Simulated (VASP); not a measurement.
Write the native input for VASP 6.6.1 that does the following.

```
Task                   : single point
Functional             : PBE
Potentials or basis    : VASP PAW PBE potentials, release 64 (Li_sv, Nb_sv, O)
Cutoff                 : 520 eV
k mesh                 : 7 × 7 × 7
Occupations            : fermi-dirac, width 0.02 eV
Spin                   : no spin polarisation
Dipole correction      : no
Further INCAR settings : ALGO = Normal; EDIFF = 1e-06; NBANDS = 45
```

The structure of LiNbO3 lies in POSCAR:

```
LiNbO3
1.0
    2.5689010133      1.4831556916      4.6345571000
   -2.5689010133      1.4831556916      4.6345571000
    0.0000000000     -2.9663113832      4.6345571000
Li Nb O
2 2 6
Direct
    0.7500000000      0.7500000000      0.7500000000
    0.2500000000      0.2500000000      0.2500000000
    0.5000000000      0.5000000000      0.5000000000
    0.0000000000      0.0000000000      0.0000000000
    0.6254536298      0.8745463702      0.2500000000
    0.2500000000      0.6254536298      0.8745463702
    0.8745463702      0.2500000000      0.6254536298
    0.7500000000      0.3745463702      0.1254536298
    0.3745463702      0.1254536298      0.7500000000
    0.1254536298      0.7500000000      0.3745463702
```

This cell differs from its parent crystal: z stretched by +3 %, then relaxed in part.

One way to write it, as run:

INCAR

```
SYSTEM = LiNbO3
ALGO = Normal ; EDIFF = 1E-6
ENCUT = 520 ; GGA = PE
ISIF = 2 ; ISMEAR = -1
LASPH = .True. ; LCHARG = .False.
LREAL = .False. ; LWAVE = .False.
NBANDS = 45 ; NELM = 60
PREC = Accurate ; SIGMA = 0.02
```

KPOINTS

```
k-points
0
Gamma
  7 7 7
  0 0 0
```

Potentials or basis: VASP PAW PBE potentials, release 64 (Li_sv, Nb_sv, O).

Launch:

```bash
$ cat potpaw_PBE.64/Li_sv/POTCAR potpaw_PBE.64/Nb_sv/POTCAR potpaw_PBE.64/O/POTCAR > POTCAR
$ mpirun -np 1 vasp_std > vasp.out
```

Results of the run:

| Quantity | Value |
| --- | --- |
| Largest force | 0.027 eV/Å |
| Band gap on the k mesh | 2.55 eV (least direct gap 2.68 eV) |

Caveat: the cell differs from its parent crystal (z stretched by +3 %, then relaxed in part).

It took 4.8 min on 1 thread of Intel(R) Xeon(R) Platinum 8375C CPU @ 2.90GHz (Ice Lake), with other jobs on the host, peak memory 0.35 GiB.
